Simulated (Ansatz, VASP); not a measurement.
# One calculation of C, two programs

The input POSCAR:

```
C
1.0
    2.4699988104      0.0000000000      0.0000000000
   -1.2349994052      2.1390817171      0.0000000000
    0.0000000000      0.0000000000      6.7900000000
C
4
Direct
    0.0000000000      0.0000000000      0.0000000000
    0.0000000000      0.0000000000      0.5000000000
    0.3333333333      0.6666666667      0.0050000000
    0.6666666667      0.3333333333      0.5050000000
```

INCAR.step1

```
PREC = Accurate ; ENCUT = 520
ISMEAR = 0 ; SIGMA = 0.1
LREAL = F ; LASPH = T
NELM = 60 ; NBANDS = 16
GGA = PE ; ALGO = Normal
EDIFF = 1E-4 ; LWAVE = T
LCHARG = F
```

The input INCAR.step2:

```
PREC = Accurate ; ENCUT = 520
EDIFF = 1E-6 ; ISMEAR = 0
SIGMA = 0.1 ; LREAL = F
LASPH = T ; NELM = 60
ALGO = Normal ; ISIF = 2
LWAVE = F ; LCHARG = F
METAGGA = R2SCAN ; LMIXTAU = T
NBANDS = 16 ; ISTART = 1
```

KPOINTS

```
Automatic mesh
0
Gamma
  12 12 4
```

Input for Ansatz:

```yaml
crystal:
  lattice:
    - [2.4699988104, 0.0, 0.0]
    - [-1.2349994052, 2.1390817171, 0.0]
    - [0.0, 0.0, 6.79]
  atoms:
    - { symbol: C, position: [0.0, 0.0, 0.0] }
    - { symbol: C, position: [0.0, 0.0, 0.5] }
    - { symbol: C, position: [0.3333333333, 0.6666666667, 0.005] }
    - { symbol: C, position: [0.6666666667, 0.3333333333, 0.505] }
basis:
  ecutwfc: 500
kpoints:
  mp_grid: { grid: [12, 12, 4] }
hamiltonian:
  xc: r2scan
scf:
  occupations: { method: gaussian, width: 0.1 }
output:
  forces: true
  stress: true
  eigenvalues: true
```

Alike in both runs: task single point; functional r2SCAN; k mesh 12 × 12 × 4; occupations gaussian, width 0.1 eV; no spin polarisation.

|  | VASP | Ansatz |
| --- | --- | --- |
| version | VASP 6.6.1 | Ansatz 0.2.0 |
| potentials or method | VASP PAW PBE potentials, release 64 (C), cutoff 520 eV | scalar-relativistic, plane waves, PAW |
| valence electrons in the cell | 16 | 16 |

|  | VASP | Ansatz | Ansatz less VASP |
| --- | --- | --- | --- |
| gap on the k mesh at the Fermi level (eV) | none | none | - |
| pressure (GPa) | -3.8 | -4.5 | -0.65 |
| traceless stress, the component that is largest in VASP (GPa) | 4.59 | 5.35 | +0.765 |
| rms of the force components (eV/Å) | 0.339 | 0.342 | +0.0035 |

VASP's potentials were made for PBE, not for r2SCAN. Atom by atom the forces differ by 0.004 eV/Å (rms over components). A gap of «none» marks a metal or a gap that the smearing closes. With one functional, cell and mesh, what is left measures potentials, basis and numerics.
